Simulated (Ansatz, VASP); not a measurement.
## Zr: VASP beside Ansatz

```xyz
2
Lattice="3.2766 0.0000 0.0000 -1.6383 2.8376 0.0000 0.0000 0.0000 5.2301" Properties=species:S:1:pos:R:3 pbc="T T T"
Zr    0.0000    1.8918    1.3075
Zr    1.6383    0.9459    3.9226
```

Alike in both runs: task single point; functional PBE; k mesh 18 × 18 × 10; occupations fermi-dirac, width 0.05 eV; collinear spin.

|  | VASP | Ansatz |
| --- | --- | --- |
| version | VASP 6.6.1 | Ansatz 0.2.0 |
| potentials or method | VASP PAW PBE potentials, release 64 (Zr_sv), cutoff 520 eV | plane waves (420 eV) with PAW, scalar-relativistic |
| valence electrons in the cell | 24 | 24 |

|  | VASP | Ansatz | Ansatz less VASP |
| --- | --- | --- | --- |
| pressure (GPa) | -3.4 | -3.4 | -0.01 |
| net moment per atom (μB) | 0.00 | 0.00 | 0.000 |

Ansatz's warnings: seeded moment not kept.
